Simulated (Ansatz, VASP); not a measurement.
**BiTe: VASP beside Ansatz**

The input INCAR:

```
SYSTEM = BiTe
  PREC = Accurate
  ENCUT = 520
  EDIFF = 1E-6
  ISMEAR = -1
  SIGMA = 0.08
  LREAL = .FALSE.
  LASPH = .TRUE.
  NELM = 60
  ALGO = Normal
  ISIF = 2
  LWAVE = .FALSE.
  LCHARG = .TRUE.
  LELF = .TRUE.
  LVHAR = .TRUE.
  NBANDS = 18
```

The input KPOINTS:

```
regular mesh
0
G
  10 10 10
  0 0 0
```

File POSCAR:

```
BiTe
1.0
    0.0000000000      3.2997000000      3.2350000000
    3.2997000000      0.0000000000      3.2350000000
    3.2997000000      3.2997000000      0.0000000000
Bi Te
1 1
Direct
    0.0000000000      0.0000000000      0.0000000000
    0.5000000000      0.5000000000      0.5000000000
```

Input for Ansatz:

```yaml
crystal:
  lattice:
    - [0.0, 3.2997, 3.235]
    - [3.2997, 0.0, 3.235]
    - [3.2997, 3.2997, 0.0]
  atoms:
    - { symbol: Bi, position: [0.0, 0.0, 0.0] }
    - { symbol: Te, position: [0.5, 0.5, 0.5] }
kpoints:
  mp_grid: { grid: [10, 10, 10] }
  band_path:
    path:
      - [0.0, 0.0, 0.0]
      - [0.0, 0.5, 0.5]
      - [0.25, 0.75, 0.5]
      - [0.0, 0.5, 0.0]
      - [0.0, 0.0, 0.0]
      - [0.5, 0.5, 0.0]
      - [0.38005, 0.61995, 0.0]
      - [-0.38005, 0.38005, 0.0]
      - [0.0, 0.0, 0.0]
    npoints: 5
scf:
  occupations: { method: fermi_dirac, width: 0.08 }
hamiltonian:
  xc: lda
  pseudopotentials: { kind: all_electron, lapw: { basis_error: 0.0005 } }
output:
  forces: true
  stress: true
  eigenvalues: true
```

Change from the starting cell: equal xx and yy strain of +2 %.

Alike in both runs: task single point; functional LDA; k mesh 10 × 10 × 10; occupations fermi-dirac, width 0.08 eV; no spin polarisation.

```csv
,VASP,Ansatz
version,VASP 6.6.1,Ansatz 0.2.0
potentials or method,"VASP PAW LDA potentials, release 64 (Bi_d, Te), cutoff 520 eV","all-electron LAPW, scalar-relativistic"
```

|  | VASP | Ansatz | Ansatz less VASP |
| --- | --- | --- | --- |
| pressure (GPa) | -4.3 | -4.3 | -0.01 |
| traceless stress, the component that is largest in VASP (GPa) | 0.80 | 0.80 | -0.002 |

LDA's correlation is that of Perdew and Zunger in VASP and of Perdew and Wang (1992) in Ansatz. Ansatz ran all-electron here, and VASP with PAW potentials.

Neither program's run includes spin-orbit coupling.
